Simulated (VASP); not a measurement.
# Li (I4/mmm) in VASP: notebook, part 2 of 2

VASP 6.6.1. The steps go on from the part before.

**3. Single point, PBE**

This run uses another cell than the first one, of 22.48 Å³/atom.

Contents of INCAR:

```
PREC = Accurate
ENCUT = 750
EDIFF = 1E-6
ISMEAR = -1
SIGMA = 0.05
LREAL = False
LASPH = True
NELM = 120
ALGO = Normal
ISIF = 2
LWAVE = False
LCHARG = False
GGA = PE
NBANDS = 8
GGA_COMPAT = False
```

Contents of KPOINTS:

```
Automatic mesh
0
Gamma
  9 9 9
```

Contents of POSCAR:

```
Li
1.0
   -1.7897430000      1.7897430000      1.7546500000
    1.7897430000     -1.7897430000      1.7546500000
    1.7897430000      1.7897430000     -1.7546500000
Li
1
Direct
    0.0000000000      0.0000000000      0.0000000000
```

Potentials or basis: VASP PAW PBE potentials, release 64 (Li_sv).

Command:

```bash
$ cat potpaw_PBE.64/Li_sv/POTCAR > POTCAR
$ mpirun -np 1 vasp_std > vasp.out
```

OUTCAR:

```text
PREC = Accurate
   ENCUT = 750
   EDIFF = 1E-6
   ISMEAR = -1
   LREAL = False
   LASPH = True
   NELM = 120
   ISIF = 2
   GGA = PE

 ion  position               nearest neighbor table
   1  0.000  0.000  0.000-

  LATTYP: Found a body centered tetragonal cell.
 ALAT       =     3.5794860000
 C/A-ratio  =     0.9803921569

  Lattice vectors:

 A1 = (  -1.7897430000,   1.7897430000,   1.7546500000)
 A2 = (   1.7897430000,  -1.7897430000,   1.7546500000)
 A3 = (   1.7897430000,   1.7897430000,  -1.7546500000)

Analysis of symmetry for initial positions (statically):
=====================================================================
 Subroutine PRICEL returns:
 Original cell was already a primitive cell.

 Routine SETGRP: Setting up the symmetry group for a
 body centered tetragonal supercell.

 Subroutine GETGRP returns: Found 16 space group operations
 (whereof 16 operations were pure point group operations)
 out of a pool of 16 trial point group operations.

The static configuration has the point symmetry D_4h.

Analysis of symmetry for dynamics (positions and initial velocities):
=====================================================================
 Subroutine PRICEL returns:
 Original cell was already a primitive cell.

 Routine SETGRP: Setting up the symmetry group for a
 body centered tetragonal supercell.

 Subroutine GETGRP returns: Found 16 space group operations
 (whereof 16 operations were pure point group operations)
 out of a pool of 16 trial point group operations.

The dynamic configuration has the point symmetry D_4h.

 Subroutine INISYM returns: Found 16 space group operations
 (whereof 16 operations are pure point group operations),
 and found     1 'primitive' translations

----------------------------------------------------------------------------------------

[... 109 lines left out ...]
     AMIX     =   0.40;   BMIX     =  1.00
     AMIX_MAG =   1.60;   BMIX_MAG =  1.00
  volume/ion in A,a.u.               =      22.48       151.71
  Fermi-wavevector in a.u.,A,eV,Ry     =   0.836575  1.580897  9.522132  0.699857
  Thomas-Fermi vector in A             =   1.950322
   LORBIT       =      0    0 simple, 1 ext, 2 COOP (PROOUT), +10 PAW based schemes
   GGA     = PE    functional components
   LHFCALC =     F    Hartree Fock is set to
   AEXX    =    0.0000 exact exchange contribution
   IVDW    =     0    specifies the selected vdW correction
   LEPSILON=     F    determine dielectric tensor
   LRPA    =     F    only Hartree local field effects (RPA)
 non-spin polarized calculation
  energy-cutoff  :      750.00
  volume of cell :       22.48
 maximum number of plane-waves:      1059
   NGX = 13   NGY = 13   NGZ = 13

 number of electron       2.9999996 magnetization

 Free energy of the ion-electron system (eV)
  ---------------------------------------------------
  ext. energy  EPLUGINS =         0.00000000
  ---------------------------------------------------
  free energy    TOTEN  =        -1.90126093 eV

  energy without entropy =       -1.89663441  energy(sigma->0) =       -1.89894767

 E-fermi :   0.3321     XC(G=0):  -6.7970

 val. band max:        0.2991979747   @ k =   0.4444   0.0000   0.0000
 cond. band min:       0.3427610906   @ k =  -0.2222  -0.3333   0.1111
 fundamental gap:      0.0435631160
 Fermi energy:         0.3321221085

 k-point     1 :       0.0000    0.0000    0.0000
  band No.  band energies     occupation
      1     -46.3528      2.00000
      2      -3.0836      2.00000
      3      13.8660      0.00000
      4      13.8661      0.00000
      5      13.9781      0.00000
      6      18.1748      0.00000
      7      18.6255      0.00000
      8      18.6255      0.00000
[... 243 lines left out ...]
 k-point    24 :       0.4444    0.4444    0.0000
  band No.  band energies     occupation
      1     -46.3399      2.00000
      2       0.7782      0.00027
      3       3.2439      0.00000
      4       8.9959      0.00000
      5      10.6615      0.00000
      6      15.3150      0.00000
      7      16.8766      0.00000
      8      21.2255      0.00000

 [... further k-points ...]

------------------------ aborting loop because EDIFF is reached ----------------------------------------

  FORCE on cell =-STRESS in cart. coord.  units (eV):
  Direction    XX          YY          ZZ          XY          YZ          ZX
  --------------------------------------------------------------------------------------
  -------------------------------------------------------------------------------------
  Total       -0.1735100     -0.1735100     -0.2096369      0.0000000      0.0000000      0.0000000
  in kB      -12.3652626    -12.3652626    -14.9398586      0.0000000      0.0000000      0.0000000
  external PRESSURE =     -13.2234613 kB  Pullay stress =       0.0000000 kB

 VOLUME and BASIS-vectors are now :
 -----------------------------------------------------------------------------
  energy-cutoff  :      750.00
  volume of cell :       22.48
      direct lattice vectors                 reciprocal lattice vectors
    -1.789743000  1.789743000  1.754650000     0.000000000  0.279369720  0.284957114
     1.789743000 -1.789743000  1.754650000     0.279369720  0.000000000  0.284957114
     1.789743000  1.789743000 -1.754650000     0.279369720  0.279369720  0.000000000

 POSITION                                       TOTAL-FORCE (eV/Angst)
 -----------------------------------------------------------------------------------
      0.00000      0.00000      0.00000        -0.000000     -0.000000      0.000000
 -----------------------------------------------------------------------------------
    total drift:                               -0.000000     -0.000000     -0.000000

  FREE ENERGIE OF THE ION-ELECTRON SYSTEM (eV)
  ---------------------------------------------------
  free  energy   TOTEN  =        -1.9012609348 eV

  energy  without entropy=       -1.8966344123  energy(sigma->0) =       -1.89894767
```

OSZICAR:

```text
N       E                     dE             d eps       ncg     rms          rms(c)
DAV:   1     0.460341766724E+00    0.46034E+00   -0.86361E+02  1200   0.320E+02
DAV:   2    -0.185069390092E+01   -0.23110E+01   -0.22071E+01  1720   0.400E+01
DAV:   3    -0.190241123137E+01   -0.51717E-01   -0.50527E-01  1440   0.455E+00
DAV:   4    -0.190300683071E+01   -0.59560E-03   -0.59560E-03  1808   0.452E-01
DAV:   5    -0.190301165150E+01   -0.48208E-05   -0.48208E-05  1424   0.253E-02    0.296E-01
DAV:   6    -0.190190568935E+01    0.11060E-02   -0.24754E-04  1984   0.722E-02    0.168E-01
DAV:   7    -0.190126045014E+01    0.64524E-03   -0.56905E-04  1880   0.990E-02    0.244E-02
DAV:   8    -0.190126093484E+01   -0.48470E-06   -0.75603E-06  1368   0.229E-02
   1 F= -.19012609E+01 E0= -.18989477E+01  d E =-.462652E-02
```

Wall time 11 s (1 thread of Intel Xeon 8259CL, shared host); peak memory 0.15 GiB.

Results:

```
Free energy            : -1.9013 eV
Pressure               : -1.3 GPa
Band gap on the k mesh : zero (an odd number of electrons rules out a gap without spin polarisation)
```

**4. Single point, PBE**

This run uses another cell than the first one, of 23.37 Å³/atom.

Contents of INCAR:

```
SYSTEM = Li
  ALGO = Normal
  EDIFF = 1E-6
  ENCUT = 750
  GGA = PE
  GGA_COMPAT = .FALSE.
  ISIF = 2
  ISMEAR = -1
  LASPH = .TRUE.
  LCHARG = .TRUE.
  LELF = .TRUE.
  LREAL = .FALSE.
  LVHAR = .TRUE.
  LWAVE = .FALSE.
  NBANDS = 8
  NELM = 120
  PREC = Accurate
  SIGMA = 0.05
```

Contents of KPOINTS:

```
k-points
0
G
  9 9 9
  0 0 0
```

Contents of POSCAR:

```
Li
1.0
   -1.8248360000      1.8248360000      1.7546500000
    1.8248360000     -1.8248360000      1.7546500000
    1.8248360000      1.8248360000     -1.7546500000
Li
1
Direct
    0.0000000000      0.0000000000      0.0000000000
```

Command:

```bash
$ cat potpaw_PBE.64/Li_sv/POTCAR > POTCAR
$ mpirun -np 1 vasp_std > vasp.out
```

Run time: 14 s. Hardware: 1 thread of Intel Xeon 8259CL, shared host; peak memory 0.15 GiB.

The run converged. Its results:

```
Free energy            : -1.8941 eV
Pressure               : -1.7 GPa
Band gap on the k mesh : zero (an odd number of electrons rules out a gap without spin polarisation)
```

Stress tensor (GPa, compression positive):
```
-1.57  0.00  0.00
 0.00 -1.57  0.00
 0.00  0.00 -1.89
```

Levels at points of the mesh, in eV from the Fermi level:
```
           k point  band 1  band 2  band 3  band 4  band 5
(0.00, 0.00, 0.00)  -46.77   -3.38   13.09   13.09   13.33
```

**5. Summary**

| cell | gap on the mesh (eV) | pressure (GPa) |
| --- | --- | --- |
| a = 3.059 Å, angles 109.2, 109.2, 110.0°, 1 atom | none | -1.1 |
| a = 3.080 Å, angles 108.9, 108.9, 110.5°, 1 atom | none | -1.3 |
| a = 3.121 Å, angles 108.4, 108.4, 111.6°, 1 atom | none | -1.7 |

Alike in all rows: task single point; level PBE; potentials or basis VASP PAW PBE potentials, release 64 (Li_sv); no spin polarisation; k mesh 9 × 9 × 9; cutoff (eV) 750; smearing fermi-dirac 0.05 eV.

Total energies depend on the potentials used, so only differences within one code and one set of settings carry meaning.

The gap in the log of VASP goes by the Fermi energy; the results here count the filled bands.